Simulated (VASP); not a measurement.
# O (R-3m) in VASP: notebook, part 2 of 3

VASP 6.6.1. Earlier steps stand in the parts before.

### Step 3. Electric field gradients, PBE, collinear spin, ferromagnetic start (17.59 Å³/atom)

This run uses another cell than the first one, of 17.59 Å³/atom.

Contents of INCAR:

```
  ALGO = Normal
  EDIFF = 1E-8
  ENCUT = 520
  GGA = PE
  ISIF = 2
  ISMEAR = -1
  ISPIN = 2
  LASPH = True
  LCHARG = False
  LEFG = True
  LORBIT = 11
  LREAL = False
  LWAVE = False
  MAGMOM = 1 1
  NBANDS = 17
  NELM = 150
  PREC = Accurate
  SIGMA = 0.02
```

Contents of KPOINTS:

```
k-points
0
Gamma
  8 8 8
```

Contents of POSCAR:

```
O
1.0
    1.6580280824      0.9572629597      3.6942999791
   -1.6580280824      0.9572629597      3.6942999791
    0.0000000000     -1.9145259194      3.6942999791
O
2
Direct
    0.9453852800      0.9453852800      0.9453852800
    0.0546147200      0.0546147200      0.0546147200
```

Potentials or basis: VASP PAW PBE potentials, release 64 (O).

Run with:

```
$ cat potpaw_PBE.64/O/POTCAR > POTCAR
$ mpirun -np 1 vasp_std > vasp.out
```

OUTCAR:

```text
EDIFF = 1E-8
   ENCUT = 520
   GGA = PE
   ISIF = 2
   ISMEAR = -1
   ISPIN = 2
   LASPH = True
   LORBIT = 11
   LREAL = False
   NELM = 150
   PREC = Accurate

 ion  position               nearest neighbor table
   1  0.945  0.945  0.945-   2 1.21
   2  0.055  0.055  0.055-   1 1.21

  LATTYP: Found a trigonal (rhomboedric) cell.
 ALAT       =     4.1609207913
 COS(alpha) =     0.6824333683

  Lattice vectors:

 A1 = (   1.6580280824,   0.9572629597,   3.6942999791)
 A2 = (  -1.6580280824,   0.9572629597,   3.6942999791)
 A3 = (   0.0000000000,  -1.9145259194,   3.6942999791)

Analysis of symmetry for initial positions (statically):
=====================================================================
 Subroutine PRICEL returns:
 Original cell was already a primitive cell.

 Routine SETGRP: Setting up the symmetry group for a
 trigonal (rhombohedral) supercell.

 Subroutine GETGRP returns: Found 12 space group operations
 (whereof 12 operations were pure point group operations)
 out of a pool of 12 trial point group operations.

The static configuration has the point symmetry D_3d.

Analysis of symmetry for dynamics (positions and initial velocities):
=====================================================================
 Subroutine PRICEL returns:
 Original cell was already a primitive cell.

 Routine SETGRP: Setting up the symmetry group for a
 trigonal (rhombohedral) supercell.

 Subroutine GETGRP returns: Found 12 space group operations
 (whereof 12 operations were pure point group operations)
 out of a pool of 12 trial point group operations.

The dynamic configuration has the point symmetry D_3d.

Analysis of structural, dynamic, and magnetic symmetry:
=====================================================================
 Subroutine PRICEL returns:
 Original cell was already a primitive cell.

 Routine SETGRP: Setting up the symmetry group for a
 trigonal (rhombohedral) supercell.

 Subroutine GETGRP returns: Found 12 space group operations
 (whereof 12 operations were pure point group operations)
 out of a pool of 12 trial point group operations.

The overall configuration has the point symmetry D_3d.

 Subroutine INISYM returns: Found 12 space group operations
 (whereof 12 operations are pure point group operations),
 and found     1 'primitive' translations

----------------------------------------------------------------------------------------

                                     Primitive cell

  volume of cell :      35.1809

  direct lattice vectors                    reciprocal lattice vectors
     1.658028082  0.957262960  3.694299979     0.301563047  0.174107506  0.090229092
    -1.658028082  0.957262960  3.694299979    -0.301563047  0.174107506  0.090229092
     0.000000000 -1.914525919  3.694299979     0.000000000 -0.348215012  0.090229092

  length of vectors
     4.160920791  4.160920791  4.160920791     0.359715143  0.359715143  0.359715143

  position of ions in fractional coordinates (direct lattice)
     0.945385280  0.945385280  0.945385280
     0.054614720  0.054614720  0.054614720

  ion indices of the primitive-cell ions
[... 106 lines left out ...]
 spin polarized calculation
  energy-cutoff  :      520.00
  volume of cell :       35.18
 maximum number of plane-waves:       962
   NGX = 15   NGY = 15   NGZ = 15

 number of electron      12.0000003 magnetization       2.0000001

 Free energy of the ion-electron system (eV)
  ---------------------------------------------------
  ext. energy  EPLUGINS =         0.00000000
  ---------------------------------------------------
  free energy    TOTEN  =        -9.84228772 eV

  energy without entropy =       -9.84228772  energy(sigma->0) =       -9.84228772

 E-fermi :  -1.8991     XC(G=0):  -7.2975

 val. band max:       -2.3239365341   @ k =   0.5000   0.5000   0.5000
 cond. band min:      -1.0837032504   @ k =   0.5000   0.5000   0.0000
 fundamental gap:      1.2402332837
 Fermi energy:        -1.8990922868

 spin component 1

 k-point     1 :       0.0000    0.0000    0.0000
  band No.  band energies     occupation
      1     -28.9914      1.00000
      2     -16.2769      1.00000
      3     -10.0015      1.00000
      4      -9.0124      1.00000
      5      -9.0124      1.00000
      6      -2.4740      1.00000
[... 459 lines left out ...]
      6      -2.6594      1.00000
[... 9 lines left out ...]
     16      20.7375      0.00000
     17      23.9112      0.00000

 [... further k-points ...]

 spin component 2

 k-point     1 :       0.0000    0.0000    0.0000
  band No.  band energies     occupation
      1     -27.7970      1.00000
      2     -14.4502      1.00000
      3      -9.1638      1.00000
      4      -7.0578      1.00000
      5      -7.0578      1.00000
      6      -0.0777      0.00000
[... 459 lines left out ...]
      6      -0.3246      0.00000
[... 9 lines left out ...]
     16      21.1966      0.00000
     17      24.3005      0.00000

 [... further k-points ...]

------------------------ aborting loop because EDIFF is reached ----------------------------------------

  FORCE on cell =-STRESS in cart. coord.  units (eV):
  Direction    XX          YY          ZZ          XY          YZ          ZX
  --------------------------------------------------------------------------------------
  -------------------------------------------------------------------------------------
  Total        0.2323990      0.2323990      2.3263392      0.0000000     -0.0000000      0.0000000
  in kB       10.5837173     10.5837173    105.9441736      0.0000000     -0.0000000      0.0000000
  external PRESSURE =      42.3705361 kB  Pullay stress =       0.0000000 kB

 VOLUME and BASIS-vectors are now :
 -----------------------------------------------------------------------------
  energy-cutoff  :      520.00
  volume of cell :       35.18
      direct lattice vectors                 reciprocal lattice vectors
     1.658028082  0.957262960  3.694299979     0.301563047  0.174107506  0.090229092
    -1.658028082  0.957262960  3.694299979    -0.301563047  0.174107506  0.090229092
     0.000000000 -1.914525919  3.694299979     0.000000000 -0.348215012  0.090229092

 POSITION                                       TOTAL-FORCE (eV/Angst)
 -----------------------------------------------------------------------------------
      0.00000      0.00000     10.47761         0.000000      0.000000     -1.773382
      0.00000      0.00000      0.60529         0.000000     -0.000000      1.773382
 -----------------------------------------------------------------------------------
    total drift:                               -0.000000     -0.000000      0.000000

  FREE ENERGIE OF THE ION-ELECTRON SYSTEM (eV)
  ---------------------------------------------------
  free  energy   TOTEN  =        -9.8422877204 eV

  energy  without entropy=       -9.8422877203  energy(sigma->0) =       -9.84228772

 Electric field gradients (V/A^2)
---------------------------------------------------------------------
 ion       V_xx      V_yy      V_zz      V_xy      V_xz      V_yz
---------------------------------------------------------------------
   1     -71.211   -71.211   142.422    -0.000    -0.000     0.000
   2     -71.211   -71.211   142.422    -0.000     0.000     0.000
---------------------------------------------------------------------

 Electric field gradients after diagonalization (V/A^2)
 (convention: |V_zz| > |V_xx| > |V_yy|)
----------------------------------------------------------------------
 ion       V_xx      V_yy      V_zz     asymmetry (V_yy - V_xx)/ V_zz
----------------------------------------------------------------------
   1     -71.211   -71.211   142.422       0.000
   2     -71.211   -71.211   142.422       0.000
----------------------------------------------------------------------

           NMR quadrupolar parameters

 Cq : quadrupolar parameter    Cq=e*Q*V_zz/h
 eta: asymmetry parameters     (V_yy - V_xx)/ V_zz
 Q  : nuclear electric quadrupole moment in mb (millibarn)
----------------------------------------------------------------------
 ion       Cq(MHz)       eta       Q (mb)
----------------------------------------------------------------------
   1       0.344       0.000       1.000
   2       0.344       0.000       1.000
----------------------------------------------------------------------

 total charge

# of ion       s       p       d       tot
------------------------------------------
    1        1.613   3.312   0.000   4.925
    2        1.613   3.312   0.000   4.925
--------------------------------------------------
tot          3.226   6.624   0.000   9.850

 magnetization (x)

# of ion       s       p       d       tot
------------------------------------------
    1        0.011   0.798   0.000   0.809
    2        0.011   0.798   0.000   0.809
--------------------------------------------------
tot          0.021   1.596   0.000   1.618
```

OSZICAR:

```text
N       E                     dE             d eps       ncg     rms          rms(c)
DAV:   1     0.410765663017E+02    0.41077E+02   -0.53745E+03  4452   0.591E+02
DAV:   2    -0.809614008423E+01   -0.49173E+02   -0.46333E+02  5734   0.151E+02
DAV:   3    -0.978957441287E+01   -0.16934E+01   -0.16699E+01  5099   0.249E+01
DAV:   4    -0.979544923301E+01   -0.58748E-02   -0.58746E-02  5534   0.171E+00
DAV:   5    -0.979547586113E+01   -0.26628E-04   -0.26628E-04  5143   0.108E-01    0.654E+00
DAV:   6    -0.980967991849E+01   -0.14204E-01   -0.98387E-01  4758   0.677E+00    0.301E+00
DAV:   7    -0.982416396285E+01   -0.14484E-01   -0.20416E-01  4572   0.352E+00    0.154E+00
DAV:   8    -0.983967653242E+01   -0.15513E-01   -0.39613E-02  4858   0.158E+00    0.433E-01
DAV:   9    -0.984155419590E+01   -0.18777E-02   -0.31591E-03  4934   0.432E-01    0.211E-01
DAV:  10    -0.984223683235E+01   -0.68264E-03   -0.54169E-04  4759   0.192E-01    0.444E-02
DAV:  11    -0.984227234633E+01   -0.35514E-04   -0.57755E-05  4874   0.573E-02    0.213E-02
DAV:  12    -0.984228633280E+01   -0.13986E-04   -0.90509E-06  4820   0.237E-02    0.622E-03
DAV:  13    -0.984228733222E+01   -0.99942E-06   -0.57801E-07  5350   0.577E-03    0.289E-03
DAV:  14    -0.984228767780E+01   -0.34559E-06   -0.50475E-07  4616   0.481E-03    0.136E-03
DAV:  15    -0.984228770659E+01   -0.28790E-07   -0.39867E-08  5011   0.158E-03    0.380E-04
DAV:  16    -0.984228771659E+01   -0.10003E-07   -0.51780E-09  4661   0.552E-04    0.183E-04
DAV:  17    -0.984228772036E+01   -0.37609E-08   -0.21650E-09  4473   0.348E-04
   1 F= -.98422877E+01 E0= -.98422877E+01  d E =-.774921E-11  mag=     2.0000
```

stdout:

```text
POSCAR found type information on POSCAR O
 POSCAR found :  1 types and       2 ions
 scaLAPACK will be used
 LDA part: xc-table for (Slater+PW92), standard interpolation
 POSCAR, INCAR and KPOINTS ok, starting setup
 FFT: planning ... GRIDC
 FFT: planning ... GRID_SOFT
 FFT: planning ... GRID
 WAVECAR not read
 entering main loop
ion   1

ion   2
```

Wall time 69 s (1 thread of Intel Xeon Platinum 8375C at 2.90GHz (Ice Lake), shared host); peak memory 0.22 GiB.

Results:

- Free energy: -9.8423 eV
- Pressure: 4.2 GPa
- Largest force: 1.773 eV/Å
- Band gap on the k mesh: 1.24 eV (least direct gap 1.30 eV)
- Net moment: 2.00 μB per cell
- Site moments: O +0.81 μB
- Largest electric field gradient by atom: O +142.4 V/Å²
- Valence electrons inside the program's atomic spheres: O 4.92

Forces in eV/Å, atoms in the order of the input:
```
O    0.000  0.000 -1.773
O    0.000  0.000  1.773
```

Levels at points of the mesh, in eV from the valence-band top:
Spin up:
```csv
k point,band 3,band 4,band 5,band 6,band 7,band 8,band 9,band 10,band 11,band 12
"(0.00, 0.00, 0.00)",-7.68,-6.69,-6.69,-0.15,-0.15,6.80,10.91,13.94,16.06,18.42
"(0.50, 0.00, 0.00)",-7.60,-7.13,-6.84,-0.60,-0.37,9.40,11.18,11.49,15.60,15.85
"(0.50, 0.50, 0.00)",-7.50,-6.95,-6.83,-0.91,-0.06,9.15,10.79,12.55,13.14,16.04
"(0.50, 0.50, 0.50)",-6.75,-6.75,-6.71,0.00,0.00,7.13,7.85,12.37,17.64,17.64
```
Spin down:
| k point | band 3 | band 4 | band 5 | band 6 | band 7 | band 8 |
| --- | --- | --- | --- | --- | --- | --- |
| (0.00, 0.00, 0.00) | -6.84 | -4.73 | -4.73 | 2.25 | 2.25 | 7.23 |
| (0.50, 0.00, 0.00) | -6.22 | -5.85 | -4.91 | 1.66 | 1.97 | 10.17 |
| (0.50, 0.50, 0.00) | -5.90 | -5.73 | -5.04 | 1.24 | 2.36 | 10.05 |
| (0.50, 0.50, 0.50) | -5.77 | -4.80 | -4.80 | 2.43 | 2.43 | 7.86 |

Electric field gradients, principal values (V/Å²):
| atom | least | middle | greatest (by size) |
| --- | --- | --- | --- |
| 1 O | -71.211 | -71.211 | 142.422 |
| 2 O | -71.211 | -71.211 | 142.422 |

Caveat: the standard files for N, O and F lose accuracy on very short bonds; the stress differs along the axes, from 1 to 11 GPa; this functional lacks dispersion, which holds the molecules together, so the pressure and a relaxed volume are unreliable; without QUAD_EFG the Cq values of the log hold for a quadrupole moment of 1 mb, not for the nuclei; forces of over 1 eV/Å act on the atoms, so gaps and moduli don't describe the material at rest. A k mesh can miss the band edges.

### Step 4. Electric field gradients, PBE, collinear spin, ferromagnetic start

This run uses another cell than the first one, of 18.13 Å³/atom.

Contents of INCAR:

```
  PREC = Accurate
  ENCUT = 520
  EDIFF = 1E-8
  ISMEAR = -1
  SIGMA = 0.02
  LREAL = False
  LASPH = True
  NELM = 150
  ALGO = Normal
  ISIF = 2
  LWAVE = False
  LCHARG = False
  ISPIN = 2
  MAGMOM = 1 1
  LORBIT = 11
  GGA = PE
  LEFG = True
  NBANDS = 17
```

Contents of KPOINTS:

```
Automatic mesh
0
Gamma
  8 8 8
```

Contents of POSCAR:

```
O
1.0
    1.6749479049      0.9670316238      3.7319995215
   -1.6749479049      0.9670316238      3.7319995215
    0.0000000000     -1.9340632475      3.7319995215
O
2
Direct
    0.9453852800      0.9453852800      0.9453852800
    0.0546147200      0.0546147200      0.0546147200
```

Potentials or basis: VASP PAW PBE potentials, release 64 (O).

Run with:

```
$ cat potpaw_PBE.64/O/POTCAR > POTCAR
$ mpirun -np 1 vasp_std > vasp.out
```

OUTCAR:

```text
PREC = Accurate
   ENCUT = 520
   EDIFF = 1E-8
   ISMEAR = -1
   LREAL = False
   LASPH = True
   NELM = 150
   ISIF = 2
   ISPIN = 2
   LORBIT = 11
   GGA = PE

 ion  position               nearest neighbor table
   1  0.945  0.945  0.945-   2 1.22
   2  0.055  0.055  0.055-   1 1.22

  LATTYP: Found a trigonal (rhomboedric) cell.
 ALAT       =     4.2033820995
 COS(alpha) =     0.6824333683

  Lattice vectors:

 A1 = (   1.6749479049,   0.9670316238,   3.7319995215)
 A2 = (  -1.6749479049,   0.9670316238,   3.7319995215)
 A3 = (   0.0000000000,  -1.9340632475,   3.7319995215)

Analysis of symmetry for initial positions (statically):
=====================================================================
 Subroutine PRICEL returns:
 Original cell was already a primitive cell.

 Routine SETGRP: Setting up the symmetry group for a
 trigonal (rhombohedral) supercell.
[... 1178 lines left out ...]
 -----------------------------------------------------------------------------------
    total drift:                               -0.000000     -0.000000      0.000000

  FREE ENERGIE OF THE ION-ELECTRON SYSTEM (eV)
  ---------------------------------------------------
  free  energy   TOTEN  =        -9.8659886926 eV

  energy  without entropy=       -9.8659886926  energy(sigma->0) =       -9.86598869

 Electric field gradients (V/A^2)
---------------------------------------------------------------------
 ion       V_xx      V_yy      V_zz      V_xy      V_xz      V_yz
---------------------------------------------------------------------
   1     -72.686   -72.686   145.373     0.000    -0.000    -0.000
   2     -72.686   -72.686   145.373     0.000     0.000    -0.000
---------------------------------------------------------------------

 Electric field gradients after diagonalization (V/A^2)
 (convention: |V_zz| > |V_xx| > |V_yy|)
----------------------------------------------------------------------
 ion       V_xx      V_yy      V_zz     asymmetry (V_yy - V_xx)/ V_zz
----------------------------------------------------------------------
   1     -72.686   -72.686   145.373       0.000
   2     -72.686   -72.686   145.373       0.000
----------------------------------------------------------------------

           NMR quadrupolar parameters

 Cq : quadrupolar parameter    Cq=e*Q*V_zz/h
 eta: asymmetry parameters     (V_yy - V_xx)/ V_zz
 Q  : nuclear electric quadrupole moment in mb (millibarn)
----------------------------------------------------------------------
 ion       Cq(MHz)       eta       Q (mb)
----------------------------------------------------------------------
   1       0.352       0.000       1.000
   2       0.352       0.000       1.000
----------------------------------------------------------------------

 total charge

# of ion       s       p       d       tot
------------------------------------------
    1        1.612   3.293   0.000   4.905
    2        1.612   3.293   0.000   4.905
--------------------------------------------------
tot          3.225   6.586   0.000   9.810

 magnetization (x)

# of ion       s       p       d       tot
------------------------------------------
    1        0.011   0.800   0.000   0.811
    2        0.011   0.800   0.000   0.811
--------------------------------------------------
tot          0.021   1.600   0.000   1.622
```

OSZICAR:

```text
N       E                     dE             d eps       ncg     rms          rms(c)
DAV:   1     0.427515164585E+02    0.42752E+02   -0.53534E+03  4452   0.590E+02
DAV:   2    -0.798498713963E+01   -0.50737E+02   -0.47765E+02  5692   0.151E+02
DAV:   3    -0.980262266420E+01   -0.18176E+01   -0.18122E+01  5114   0.257E+01
DAV:   4    -0.980908413523E+01   -0.64615E-02   -0.64612E-02  5503   0.178E+00
DAV:   5    -0.980911246576E+01   -0.28331E-04   -0.28331E-04  5177   0.113E-01    0.648E+00
DAV:   6    -0.983258468898E+01   -0.23472E-01   -0.97668E-01  4752   0.671E+00    0.298E+00
DAV:   7    -0.984808893668E+01   -0.15504E-01   -0.19941E-01  4554   0.348E+00    0.152E+00
DAV:   8    -0.986326473180E+01   -0.15176E-01   -0.39818E-02  4810   0.157E+00    0.426E-01
DAV:   9    -0.986528442780E+01   -0.20197E-02   -0.31735E-03  4856   0.433E-01    0.206E-01
DAV:  10    -0.986593859647E+01   -0.65417E-03   -0.53419E-04  4770   0.191E-01    0.428E-02
DAV:  11    -0.986597524846E+01   -0.36652E-04   -0.55061E-05  4877   0.560E-02    0.200E-02
DAV:  12    -0.986598742580E+01   -0.12177E-04   -0.83037E-06  4886   0.227E-02    0.615E-03
DAV:  13    -0.986598835564E+01   -0.92984E-06   -0.55449E-07  5210   0.568E-03    0.279E-03
DAV:  14    -0.986598865122E+01   -0.29558E-06   -0.46681E-07  4608   0.463E-03    0.134E-03
DAV:  15    -0.986598867785E+01   -0.26630E-07   -0.41383E-08  4990   0.163E-03    0.385E-04
DAV:  16    -0.986598868802E+01   -0.10169E-07   -0.50609E-09  4607   0.543E-04    0.185E-04
DAV:  17    -0.986598869262E+01   -0.46016E-08   -0.22394E-09  4474   0.354E-04
   1 F= -.98659887E+01 E0= -.98659887E+01  d E =-.856796E-12  mag=     2.0000
```

stdout:

```text
POSCAR found type information on POSCAR O
 POSCAR found :  1 types and       2 ions
 scaLAPACK will be used
 LDA part: xc-table for (Slater+PW92), standard interpolation
 POSCAR, INCAR and KPOINTS ok, starting setup
 FFT: planning ... GRIDC
 FFT: planning ... GRID_SOFT
 FFT: planning ... GRID
 WAVECAR not read
 entering main loop
ion   1

ion   2
```

Run time: 69 s. Hardware: 1 thread of Intel Xeon Platinum 8375C at 2.90GHz (Ice Lake), shared host; peak memory 0.22 GiB.

What came out:

```
Free energy                                           : -9.8660 eV
Pressure                                              : 2.2 GPa
Largest force                                         : 0.770 eV/Å
Band gap on the k mesh                                : 1.30 eV (least direct gap 1.36 eV)
Net moment                                            : 2.00 μB per cell
Site moments                                          : O +0.81 μB
Largest electric field gradient by atom               : O +145.4 V/Å²
Valence electrons inside the program's atomic spheres : O 4.91
```

Forces on the atoms (eV/Å):
```
O    0.000  0.000 -0.770
O    0.000  0.000  0.770
```

Electric field gradients, principal values (V/Å²):
```
atom    least   middle  greatest (by size)
 1 O  -72.686  -72.686             145.373
 2 O  -72.686  -72.686             145.373
```

Caveat: the standard files for N, O and F lose accuracy on very short bonds; this functional lacks dispersion, which holds the molecules together, so the pressure and a relaxed volume are unreliable; without QUAD_EFG the Cq values of the log hold for a quadrupole moment of 1 mb, not for the nuclei. A k mesh can miss the band edges.

(Part 2 of 3 ends here.)
